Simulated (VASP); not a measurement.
Na: single point with PBE+D3(BJ)

Crystal: Na.

```xyz
1
Lattice="-2.0500 2.0500 2.0500 2.0500 -2.0500 2.0500 2.0500 2.0500 -2.0500" Properties=species:S:1:pos:R:3 pbc="T T T"
Na    0.0000    0.0000    0.0000
```

```
Program             : VASP 6.6.1
Task                : single point
Functional          : PBE
Dispersion          : D3(BJ)
Potentials or basis : VASP PAW PBE potentials, release 64 (Na_pv)
Cutoff              : 500 eV
k mesh              : 6 × 6 × 6
Occupations         : gaussian, width 0.1 eV
Spin                : no spin polarisation
```

| Property | Result |
| --- | --- |
| Pressure | -0.1 GPa |
| Band gap on the k mesh | zero (an odd number of electrons rules out a gap without spin polarisation) |
| Dispersion energy per atom | -0.165 eV |

Levels at points of the mesh, in eV from the Fermi level:
```csv
k point,band 1,band 2,band 3,band 4,band 5,band 6,band 7
"(0.00, 0.00, 0.00)",-24.88,-24.88,-24.88,-3.47,12.18,12.18,12.18
"(0.50, 0.00, 0.00)",-24.93,-24.90,-24.88,0.75,1.27,8.48,9.64
"(0.50, 0.50, 0.50)",-24.91,-24.91,-24.91,4.60,4.60,5.12,5.12
```

Wall time 2.3 s on 1 thread of Intel(R) Xeon(R) Platinum 8559C (Emerald Rapids) (shared host), peak memory 0.15 GiB.

Caveat: the k points lie up to 0.36 Å⁻¹ apart, too coarse for converged energies and pressures of a metal.
